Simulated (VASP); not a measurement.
# Sc (Im-3m) in VASP: a series of runs

Sc is run at these levels: PBEsol; tasks: single point, relaxation of cell and atoms.

Program: VASP 6.6.1. These are calculated values, not measurements. Logs are shortened: lines on timing, memory, paths and dates and some standing lists are left out, and cuts for length are marked.

## Step 1: The cell of the first run

Symmetry: Im-3m, No. 229, cubic system. Conventional cell: a = 3.623 Å, b = 3.623 Å, c = 3.623 Å, α = 90.00°, β = 90.00°, γ = 90.00°. Sc (site symmetry m-3m) has 14 Sc at 3.14 to 3.62 Å within 4.1 Å.

## Step 2: Single point, PBEsol

The input, INCAR:

```
SYSTEM = Sc
ALGO     = Normal         ! electronic algorithm
EDIFF    = 1E-6           ! SCF threshold, eV
ENCUT    = 520            ! plane-wave cutoff, eV
GGA      = PS             ! functional
ISIF     = 2              ! what is computed and relaxed
ISMEAR   = 0              ! smearing method
LASPH    = .True.         ! aspherical terms in the spheres
LCHARG   = .False.        ! write CHGCAR
LREAL    = .False.        ! projectors in reciprocal space
LWAVE    = .False.        ! write WAVECAR
NBANDS   = 12             ! bands
NELM     = 80             ! most SCF steps
PREC     = Accurate       ! precision mode
SIGMA    = 0.05           ! smearing width, eV
```

The input, KPOINTS:

```
k-points
0
Gamma
  7 7 7
  0 0 0
```

The input, POSCAR:

```
Sc
1.0
    1.8117430006      1.8117430006      1.8117430006
   -1.8117430006      1.8117430006      1.8117430006
   -1.8117430006     -1.8117430006      1.8117430006
Sc
1
Direct
    0.0000000000      0.0000000000      0.0000000000
```

Potentials or basis: VASP PAW PBE potentials, release 64 (Sc_sv).

The run is started by

```
cat potpaw_PBE.64/Sc_sv/POTCAR > POTCAR
mpirun -np 1 vasp_std > vasp.out
```

OUTCAR:

```text
SYSTEM = Sc
   EDIFF = 1E-6
   ENCUT = 520
   GGA = PS
   ISIF = 2
   ISMEAR = 0
   LASPH = .True.
   LREAL = .False.
   NELM = 80
   PREC = Accurate

 ion  position               nearest neighbor table
   1  0.000  0.000  0.000-

  LATTYP: Found a body centered cubic cell.
 ALAT       =     3.6234860012

  Lattice vectors:

 A1 = (   1.8117430006,  -1.8117430006,  -1.8117430006)
 A2 = (   1.8117430006,   1.8117430006,   1.8117430006)
 A3 = (  -1.8117430006,  -1.8117430006,   1.8117430006)

Analysis of symmetry for initial positions (statically):
=====================================================================
 Subroutine PRICEL returns:
 Original cell was already a primitive cell.

 Routine SETGRP: Setting up the symmetry group for a
 body centered cubic supercell.

 Subroutine GETGRP returns: Found 48 space group operations
 (whereof 48 operations were pure point group operations)
 out of a pool of 48 trial point group operations.

The static configuration has the point symmetry O_h .

Analysis of symmetry for dynamics (positions and initial velocities):
=====================================================================
 Subroutine PRICEL returns:
 Original cell was already a primitive cell.

 Routine SETGRP: Setting up the symmetry group for a
 body centered cubic supercell.

 Subroutine GETGRP returns: Found 48 space group operations
 (whereof 48 operations were pure point group operations)
 out of a pool of 48 trial point group operations.

The dynamic configuration has the point symmetry O_h .

 Subroutine INISYM returns: Found 48 space group operations
 (whereof 48 operations are pure point group operations),
 and found     1 'primitive' translations

----------------------------------------------------------------------------------------

                                     Primitive cell

  volume of cell :      23.7876

  direct lattice vectors                    reciprocal lattice vectors
     1.811743001  1.811743001  1.811743001     0.275977332  0.000000000  0.275977332
    -1.811743001  1.811743001  1.811743001    -0.275977332  0.275977332  0.000000000
    -1.811743001 -1.811743001  1.811743001     0.000000000 -0.275977332  0.275977332

  length of vectors
     3.138030927  3.138030927  3.138030927     0.390290886  0.390290886  0.390290886

  position of ions in fractional coordinates (direct lattice)
     0.000000000  0.000000000  0.000000000

  ion indices of the primitive-cell ions
   primitive index   ion index
                 1           1

----------------------------------------------------------------------------------------

 KPOINTS: k-points

Automatic generation of k-mesh.
 Grid dimensions read from file:
 generate k-points for:    7    7    7

 Generating k-lattice:

  Cartesian coordinates                     Fractional coordinates (reciprocal lattice)
     0.039425333  0.000000000  0.039425333     0.142857143  0.000000000  0.000000000
    -0.039425333  0.039425333  0.000000000     0.000000000  0.142857143  0.000000000
     0.000000000 -0.039425333  0.039425333     0.000000000  0.000000000  0.142857143

  Length of vectors
     0.055755841  0.055755841  0.055755841

  Shift w.r.t. Gamma in fractional coordinates (k-lattice)
     0.000000000  0.000000000  0.000000000

 Subroutine IBZKPT returns following result:
 ===========================================

 Found     20 irreducible k-points:

 Following reciprocal coordinates:
            Coordinates               Weight
  0.000000  0.000000  0.000000      1.000000
  0.142857  0.000000  0.000000     12.000000
  0.285714  0.000000  0.000000     12.000000
  0.428571  0.000000  0.000000     12.000000
  0.285714  0.142857  0.000000     24.000000
  0.428571  0.142857  0.000000     48.000000
[... 12 lines left out ...]
 -0.428571  0.428571  0.285714      8.000000
  0.428571  0.428571  0.428571      6.000000
   k-points           NKPTS =     20   k-points in BZ     NKDIM =     20   number of bands    NBANDS=     12
   number of dos      NEDOS =    301   number of ions     NIONS =      1
   total plane-waves  NPLWV =  13824
   dimension x,y,z NGX =    24 NGY =   24 NGZ =   24
   dimension x,y,z NGXF=    48 NGYF=   48 NGZF=   48
   ions per type =               1
   NGX,Y,Z   is equivalent  to a cutoff of  12.71, 12.71, 12.71 a.u.
   NGXF,Y,Z  is equivalent  to a cutoff of  25.43, 25.43, 25.43 a.u.
 SYSTEM =  Sc
   PREC   = accura    normal or accurate (medium, high low for compatibility)
   ISTART =      0    job   : 0-new  1-cont  2-samecut
   ICHARG =      2    charge: 1-file 2-atom 10-const
   ISPIN  =      1    spin polarized calculation?
   LNONCOLLINEAR =      F non collinear calculations
   LSORBIT =      F    spin-orbit coupling
   LASPH  =      T    aspherical Exc in radial PAW
   ENCUT  =  520.0 eV  38.22 Ry    6.18 a.u.   5.83  5.83  5.83*2*pi/ulx,y,z
   NELM   =     80;   NELMIN=  2; NELMDL= -5     # of ELM steps
   EDIFF  = 0.1E-05   stopping-criterion for ELM
   LREAL  =      F    real-space projection
[... 7 lines left out ...]
   TEBEG  =    0.0;   TEEND  =   0.0 temperature during run
   PSTRESS=    0.0 pullay stress
   NELECT =      11.0000    total number of electrons
   NUPDOWN=      -1.0000    fix difference up-down
   EMIN   =  10.00;   EMAX   =-10.00  energy-range for DOS
   EFERMI =   0.00;   METHOD = LEGACY
   ISMEAR =     0;   SIGMA  =   0.05  broadening in eV -4-tet -1-fermi 0-gaus
   EFERMI_NEDOS =   21; number of points for ismear=-14 and -15
   IALGO  =     38    algorithm
   IMIX   =      4    mixing-type and parameters
     AMIX     =   0.40;   BMIX     =  1.00
     AMIX_MAG =   1.60;   BMIX_MAG =  1.00
  volume/ion in A,a.u.               =      23.79       160.53
  Fermi-wavevector in a.u.,A,eV,Ry     =   1.265967  2.392331 21.805691  1.602673
  Thomas-Fermi vector in A             =   2.399193
   LORBIT       =      0    0 simple, 1 ext, 2 COOP (PROOUT), +10 PAW based schemes
   GGA     = PS    functional components
   LHFCALC =     F    Hartree Fock is set to
   AEXX    =    0.0000 exact exchange contribution
   IVDW    =     0    specifies the selected vdW correction
   LEPSILON=     F    determine dielectric tensor
   LRPA    =     F    only Hartree local field effects (RPA)
 non-spin polarized calculation
 Gauss-broadening in eV      SIGMA  =   0.05
  energy-cutoff  :      520.00
  volume of cell :       23.79
 maximum number of plane-waves:       650
   NGX = 11   NGY = 11   NGZ = 11

 number of electron      11.0000004 magnetization

 Free energy of the ion-electron system (eV)
  ---------------------------------------------------
  ext. energy  EPLUGINS =         0.00000000
  ---------------------------------------------------
  free energy    TOTEN  =        -6.49392255 eV

  energy without entropy =       -6.48976704  energy(sigma->0) =       -6.49184480

 E-fermi :   3.9051     XC(G=0): -10.1385

 val. band max:        3.8742373419   @ k =   0.1429  -0.4286   0.1429
 cond. band min:       3.9298166518   @ k =   0.4286   0.1429   0.1429
 fundamental gap:      0.0555793100
 Fermi energy:         3.9051416710

 k-point     1 :       0.0000    0.0000    0.0000
  band No.  band energies     occupation
      1     -45.3667      2.00000
      2     -23.8395      2.00000
      3     -23.8395      2.00000
      4     -23.8395      2.00000
      5      -1.4150      2.00000
      6       5.3942      0.00000
      7       5.3942      0.00000
      8       5.3942      0.00000
      9       6.8978      0.00000
     10       6.8978      0.00000
     11      18.2480      0.00000
     12      18.2480      0.00000

 k-point     2 :       0.1429    0.0000    0.0000
  band No.  band energies     occupation
      1     -45.3525      2.00000
      2     -23.9275      2.00000
      3     -23.8671      2.00000
      4     -23.8400      2.00000
      5      -0.8623      2.00000
      6       5.1284      0.00000
      7       5.2364      0.00000
      8       5.8108      0.00000
      9       6.6614      0.00000
     10       6.9184      0.00000
     11      17.3214      0.00000
     12      17.9766      0.00000

 k-point     3 :       0.2857    0.0000    0.0000
  band No.  band energies     occupation
      1     -45.3206      2.00000
      2     -24.1201      2.00000
      3     -23.9283      2.00000
      4     -23.8409      2.00000
      5       0.5592      2.00000
      6       4.5895      0.00000
      7       4.5944      0.00000
      8       6.6978      0.00000
      9       6.9048      0.00000
     10       7.0268      0.00000
     11      14.3728      0.00000
     12      16.3107      0.00000

 k-point     4 :       0.4286    0.0000    0.0000
  band No.  band energies     occupation
      1     -45.2948      2.00000
      2     -24.2700      2.00000
      3     -23.9769      2.00000
      4     -23.8417      2.00000
      5       1.8797      2.00000
      6       4.2150      0.00000
      7       4.3570      0.00000
      8       6.8624      0.00000
      9       7.1883      0.00000
     10       8.0567      0.00000
     11      11.6428      0.00000
     12      14.9352      0.00000

 k-point     5 :       0.2857    0.1429    0.0000
  band No.  band energies     occupation
      1     -45.3295      2.00000
      2     -24.0588      2.00000
      3     -23.9008      2.00000
      4     -23.8601      2.00000
      5       0.1432      2.00000
      6       4.7182      0.00000
      7       4.7864      0.00000
      8       6.4782      0.00000
      9       6.6278      0.00000
     10       7.0885      0.00000
     11      15.9931      0.00000
     12      16.1872      0.00000
[... 168 lines left out ...]
      1     -45.2825      2.00000
      2     -24.1089      2.00000
      3     -24.0267      2.00000
      4     -24.0267      2.00000
      5       1.9989      2.00000
      6       4.0123      0.00245
      7       5.7531      0.00000
      8       5.7531      0.00000
      9       6.8676      0.00000
     10       7.4965      0.00000
     11      15.0052      0.00000
     12      15.0052      0.00000

 k-point    18 :       0.4286    0.2857    0.2857
  band No.  band energies     occupation
      1     -45.2612      2.00000
      2     -24.1920      2.00000
      3     -24.0804      2.00000
      4     -24.0367      2.00000
      5       2.8054      2.00000
      6       3.2817      2.00000
      7       5.8673      0.00000
      8       6.0904      0.00000
      9       7.8322      0.00000
     10       8.5364      0.00000
     11      11.8294      0.00000
     12      13.2539      0.00000

 k-point    19 :      -0.4286    0.4286    0.2857
  band No.  band energies     occupation
      1     -45.2514      2.00000
      2     -24.1619      2.00000
      3     -24.1619      2.00000
      4     -24.0486      2.00000
      5       2.9658      2.00000
      6       2.9658      2.00000
      7       5.7601      0.00000
      8       7.4039      0.00000
      9       7.4039      0.00000
     10      10.6528      0.00000
     11      10.6528      0.00000
     12      11.0622      0.00000

 k-point    20 :       0.4286    0.4286    0.4286
  band No.  band energies     occupation
      1     -45.2425      2.00000
      2     -24.1530      2.00000
      3     -24.1369      2.00000
      4     -24.1369      2.00000
      5       2.6867      2.00000
      6       2.7741      2.00000
      7       7.3155      0.00000
      8       7.3155      0.00000
      9       7.8064      0.00000
     10       9.4021      0.00000
     11      11.2171      0.00000
     12      11.2171      0.00000

------------------------ aborting loop because EDIFF is reached ----------------------------------------

  FORCE on cell =-STRESS in cart. coord.  units (eV):
  Direction    XX          YY          ZZ          XY          YZ          ZX
  --------------------------------------------------------------------------------------
  -------------------------------------------------------------------------------------
  Total        0.0008115      0.0008115      0.0008115      0.0000000      0.0000000     -0.0000000
  in kB        0.0546560      0.0546560      0.0546560      0.0000000      0.0000000     -0.0000000
  external PRESSURE =       0.0546560 kB  Pullay stress =       0.0000000 kB

 VOLUME and BASIS-vectors are now :
 -----------------------------------------------------------------------------
  energy-cutoff  :      520.00
  volume of cell :       23.79
      direct lattice vectors                 reciprocal lattice vectors
     1.811743001  1.811743001  1.811743001     0.275977332  0.000000000  0.275977332
    -1.811743001  1.811743001  1.811743001    -0.275977332  0.275977332  0.000000000
    -1.811743001 -1.811743001  1.811743001     0.000000000 -0.275977332  0.275977332

 POSITION                                       TOTAL-FORCE (eV/Angst)
 -----------------------------------------------------------------------------------
      0.00000      0.00000      0.00000         0.000000      0.000000      0.000000
 -----------------------------------------------------------------------------------
    total drift:                                0.000000     -0.000000     -0.000000

  FREE ENERGIE OF THE ION-ELECTRON SYSTEM (eV)
  ---------------------------------------------------
  free  energy   TOTEN  =        -6.4939225524 eV

  energy  without entropy=       -6.4897670435  energy(sigma->0) =       -6.49184480
```

Run time: 8.9 s. Hardware: 1 thread of AMD EPYC 7R43 (Zen 3), shared host; peak memory 0.09 GiB.

What came out:

| Property | Result |
| --- | --- |
| Free energy | -6.4939 eV |
| Pressure | 0.0 GPa |

Caveat: the PAW data sets were made with another functional, which shifts forces and pressure a little.

## Step 3: Relaxation of cell and atoms, PBEsol

This run uses another cell than the first one, of 24.92 Å³/atom, 1.048 times its volume.

The input, INCAR:

```
  PREC = Accurate
  ENCUT = 600
  EDIFF = 1E-6
  ISMEAR = 0
  SIGMA = 0.05
  LREAL = False
  LASPH = True
  NELM = 100
  ALGO = Normal
  ISIF = 3
  LWAVE = False
  LCHARG = False
  GGA = PS
  IBRION = 2
  NSW = 80
  EDIFFG = -0.02
```

The input, KPOINTS:

```
regular mesh
0
Gamma
  7 7 7
```

The input, POSCAR:

```
Sc
1.0
    1.8400000000      1.8400000000      1.8400000000
   -1.8400000000      1.8400000000      1.8400000000
   -1.8400000000     -1.8400000000      1.8400000000
Sc
1
Direct
    0.0000000000      0.0000000000      0.0000000000
```

Potentials or basis: VASP PAW PBE potentials, release 64 (Sc_sv).

The run is started by

```
cat potpaw_PBE.64/Sc_sv/POTCAR > POTCAR
mpirun -np 1 vasp_std > vasp.out
```

Run time: 26 s. Hardware: 1 thread of AMD EPYC 7R43 (Zen 3), shared host; peak memory 0.13 GiB.

It converged, with:

* Free energy: -6.4945 eV
* Relaxed volume: 23.81 Å³/atom
* Relaxed cell: a = 3.139 Å, b = 3.139 Å, c = 3.139 Å, α = 70.53°, β = 109.47°, γ = 70.53°
* Space group after relaxing (to 0.05 Å): Im-3m (No. 229)
* Energy gained by relaxing: 8.4 meV/atom
* Ionic steps: 3
* Pressure after relaxing: 0.0 GPa

The path:
```csv
step,energy change (eV),largest force (eV/Å),pressure (GPa),volume (Å³)
1,0.0000,0.0000,-2.36,24.92
2,-0.0081,0.0000,0.47,23.62
3,-0.0084,0.0000,0.01,23.81
```

Final structure:
```
Sc
1.0
     1.81241    1.81241    1.81241
    -1.81241    1.81241    1.81241
    -1.81241   -1.81241    1.81241
Sc
1
Direct
  0.00000 0.00000 0.00000
```

Levels at points of the mesh, in eV from the Fermi level:
```tsv
k point	band 2	band 3	band 4	band 5	band 6	band 7	band 8	band 9
(0.00, 0.00, 0.00)	-27.75	-27.75	-27.75	-5.32	1.49	1.49	1.49	2.99
```

Caveat: the PAW data sets were made with another functional, which shifts forces and pressure a little.
